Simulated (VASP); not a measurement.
## Zn: single point with r2SCAN

Crystal: Zn.

```xyz
1
Lattice="-1.5690 1.5690 1.5690 1.5690 -1.5690 1.5690 1.5690 1.5690 -1.5690" Properties=species:S:1:pos:R:3 pbc="T T T"
Zn    0.0000    0.0000    0.0000
```

This isn't the form of Zn at room conditions, which is hcp.

```yaml
Program: VASP 6.6.1
Task: single point
Functional: r2SCAN
Potentials_or_basis: VASP PAW PBE potentials, release 64 (Zn)
Cutoff: 520 eV
k_mesh: 8 × 8 × 8
Occupations: gaussian, width 0.1 eV
Spin: no spin polarisation
```

| Item | Value |
| --- | --- |
| Pressure | -5.4 GPa |
| Band gap on the k mesh | zero (bands 6 and 7 overlap by 5.40 eV) |

Levels at points of the mesh, in eV from the Fermi level:
| k point | band 2 | band 3 | band 4 | band 5 | band 6 | band 7 | band 8 | band 9 | band 10 | band 11 |
| --- | --- | --- | --- | --- | --- | --- | --- | --- | --- | --- |
| (0.00, 0.00, 0.00) | -7.91 | -7.91 | -7.91 | -7.41 | -7.41 | 20.33 | 20.33 | 20.33 | 21.90 | 21.90 |
| (0.50, 0.00, 0.00) | -8.22 | -7.44 | -7.38 | -7.07 | -2.66 | -0.75 | 12.19 | 13.57 | 15.96 | 17.64 |
| (0.50, 0.50, 0.50) | -8.49 | -7.15 | -7.15 | -7.15 | 4.64 | 4.64 | 4.64 | 8.37 | 8.89 | 8.89 |

Run time: 43 s on 1 thread of Intel(R) Xeon(R) Platinum 8375C CPU @ 2.90GHz (Ice Lake) (shared host), peak memory 0.12 GiB.

Caveat: the cell stands under tension; the PAW data sets were made with another functional, which shifts forces and pressure a little.
